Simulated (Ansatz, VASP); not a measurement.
## P in VASP and in Ansatz

The input INCAR:

```
  PREC = Accurate
  ENCUT = 500
  EDIFF = 1E-6
  ISMEAR = 0
  SIGMA = 0.15
  LREAL = False
  LASPH = True
  NELM = 120
  ALGO = Normal
  ISIF = 2
  LWAVE = False
  LCHARG = False
  GGA = PS
  IVDW = 12
  NBANDS = 8
  GGA_COMPAT = False
```

Contents of KPOINTS:

```
regular mesh
0
Gamma
  12 12 12
```

The input POSCAR:

```
P
1.0
    4.2729048574      0.0000000000      0.0000000000
    0.0000000000      4.2729048574      0.0000000000
    0.0000000000      0.0000000000      4.1809900000
P
1
Direct
    0.0000000000      0.0000000000      0.0000000000
```

Input for Ansatz:

```yaml
crystal:
  lattice:
    - [4.2729048574, 0.0, 0.0]
    - [0.0, 4.2729048574, 0.0]
    - [0.0, 0.0, 4.18099]
  atoms:
    - { symbol: P, position: [0.0, 0.0, 0.0] }
basis:
  ecutwfc: 420
kpoints:
  mp_grid: { grid: [12, 12, 12] }
hamiltonian:
  xc: pbesol
  dispersion: d3bj
scf:
  occupations: { method: gaussian, width: 0.15 }
output:
  forces: true
  stress: true
  eigenvalues: true
```

Change from the starting cell: strain -0.0450 x Voigt [0, 0, 1, 0, 0, 0], atoms carried along.

Alike in both runs: task single point; functional PBEsol; dispersion D3(BJ); k mesh 12 × 12 × 12; occupations gaussian, width 0.15 eV; no spin polarisation.

|  | VASP | Ansatz |
| --- | --- | --- |
| version | VASP 6.6.1 | Ansatz 0.2.0 |
| potentials or method | VASP PAW PBE potentials, release 64 (P), cutoff 500 eV | scalar-relativistic, plane waves, PAW |
| valence electrons in the cell | 5 | 5 |

|  | VASP | Ansatz | Ansatz less VASP |
| --- | --- | --- | --- |
| gap on the k mesh at the Fermi level (eV) | none | none | - |
| pressure (GPa) | -4.5 | -4.5 | +0.01 |
| traceless stress, the component that is largest in VASP (GPa) | -0.26 | -0.26 | 0.000 |

VASP's potentials were made for PBE, not for PBEsol. A gap of «none» marks a metal or a gap that the smearing closes.
